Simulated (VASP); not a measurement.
Set up this calculation in VASP 6.6.1, as the native input.

```
Task                   : single point
Functional             : PBE
Potentials or basis    : VASP PAW PBE potentials, release 64 (Au)
Cutoff                 : 520 eV
k mesh                 : 5 × 5 × 5
Occupations            : fermi-dirac, width 0.1 eV
Spin                   : no spin polarisation
Dipole correction      : no
Further INCAR settings : ALGO = Normal; EDIFF = 1e-06; NBANDS = 12
```

The structure of Au lies in POSCAR:

```
Au
1.0
    0.0000000000      2.0782552709      2.0782552709
    2.0782552709      0.0000000000      2.0782552709
    2.0782552709      2.0782552709      0.0000000000
Au
1
Direct
    0.0000000000      0.0000000000      0.0000000000
```

One way to write it, as run:

INCAR

```
ALGO = Normal
EDIFF = 1E-6
ENCUT = 520
GGA = PE
ISIF = 2
ISMEAR = -1
LASPH = True
LCHARG = False
LREAL = False
LWAVE = False
NBANDS = 12
NELM = 80
PREC = Accurate
SIGMA = 0.1
```

KPOINTS

```
k-points
0
Gamma
  5 5 5
```

Potentials or basis: VASP PAW PBE potentials, release 64 (Au).

Run with:

```sh
$ cat potpaw_PBE.64/Au/POTCAR > POTCAR
$ mpirun -np 1 vasp_std > vasp.out
```

Results of the run:

* Pressure: -0.9 GPa

Caveat: the k points lie up to 0.52 Å⁻¹ apart.

It took 10 s on 1 thread of AMD EPYC 7571, with other jobs on the host, peak memory 0.1 GiB.
